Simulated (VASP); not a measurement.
## GaP: single point with PBE

**The experiment to reproduce.**

“Stacking defects in GaP nanowires: Electronic structure and optical properties”, 2018, arxiv:1810.01194 quotes, for a bulk crystal of GaP at 10 K: band gap 2.34 eV (indirect).

The system is GaP.

```
Ga P
1.0
     0.00000    2.75323    2.75323
     2.75323    0.00000    2.75323
     2.75323    2.75323    0.00000
Ga P
1 1
Cartesian
  0.0000 0.0000 0.0000
  4.1298 4.1298 4.1298
```

| Quantity | Value |
| --- | --- |
| Program | VASP 6.6.1 |
| Task | single point |
| Functional | PBE |
| Potentials or basis | VASP PAW PBE potentials, release 64 (Ga_d, P) |
| Cutoff | 500 eV |
| k mesh | 6 × 6 × 6 |
| Occupations | gaussian, width 0.05 eV |
| Spin | no spin polarisation |
| Dipole correction | no |
| Further INCAR settings | ALGO = Normal; EDIFF = 1e-06; NBANDS = 16 |

| Property | Result |
| --- | --- |
| Pressure | -0.1 GPa |
| Band gap on the k mesh | 1.57 eV, direct |

Levels at points of the mesh, in eV from the valence-band top:
| k point | band 5 | band 6 | band 7 | band 8 | band 9 | band 10 | band 11 | band 12 | band 13 | band 14 |
| --- | --- | --- | --- | --- | --- | --- | --- | --- | --- | --- |
| (0.00, 0.00, 0.00) | -14.42 | -12.27 | 0.00 | 0.00 | 0.00 | 1.57 | 3.89 | 3.89 | 3.89 | 8.67 |
| (0.50, 0.00, 0.00) | -14.41 | -10.30 | -6.46 | -1.07 | -1.07 | 1.58 | 4.72 | 4.72 | 8.22 | 10.67 |
| (0.50, 0.50, 0.00) | -14.40 | -9.44 | -6.61 | -2.58 | -2.58 | 1.71 | 1.84 | 10.36 | 10.36 | 10.92 |

It took 15 s on 1 thread of AMD EPYC 7R13 (shared host), peak memory 0.12 GiB.

A measured gap of GaP is 2.34 eV (indirect; 10 K; quoted in “Stacking defects in GaP nanowires: Electronic structure and optical properties”, 2018, arxiv:1810.01194); the calculated 1.57 eV misses it by -0.77 eV. Spin-orbit coupling on Ga is left out. The value is that of PBE on a finite k mesh, which can miss the band edges, without temperature or zero-point motion. Semilocal functionals fall short of measured gaps as a rule.
